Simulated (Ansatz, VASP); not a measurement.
BiAs2O2 in VASP and in Ansatz

```xyz
5
Lattice="-2.0136 2.0136 5.2833 2.0136 -2.0136 5.2833 2.0136 2.0136 -5.2833" Properties=species:S:1:pos:R:3 pbc="T T T"
Bi    0.0000    0.0000    0.0000
As    2.0136    0.0000    2.6417
As    0.0000    2.0136    2.6417
O     0.0000    0.0000    6.6147
O     0.0000    0.0000    3.9519
```

Alike in both runs: task relaxation of cell and atoms; functional PBE; k mesh 6 × 6 × 6; occupations gaussian, width 0.1 eV; no spin polarisation.

|  | VASP | Ansatz |
| --- | --- | --- |
| version | VASP 6.6.1 | Ansatz 0.2.0 |
| potentials or method | VASP PAW PBE potentials, release 64 (Bi_d, As, O), cutoff 600 eV | scalar-relativistic, plane waves, PAW |
| valence electrons in the cell | 37 | 57 |

```csv
,VASP,Ansatz,Ansatz less VASP
"gap on the k mesh at the Fermi level, each at its own relaxed structure (eV)",none,none,-
relaxed volume (Å³/atom),19.67,19.70,+0.022
relaxed length of the cell vector where the two differ most in proportion (Å),5.822,5.843,+0.0205
```

A gap of «none» marks a metal or a gap that the smearing closes. VASP's potentials hold 37 valence electrons a cell and Ansatz's 57, so a difference there can come from the potentials and not from the codes.

The k mesh is coarse, so the values compare programs but aren't converged. Neither program's run includes spin-orbit coupling.
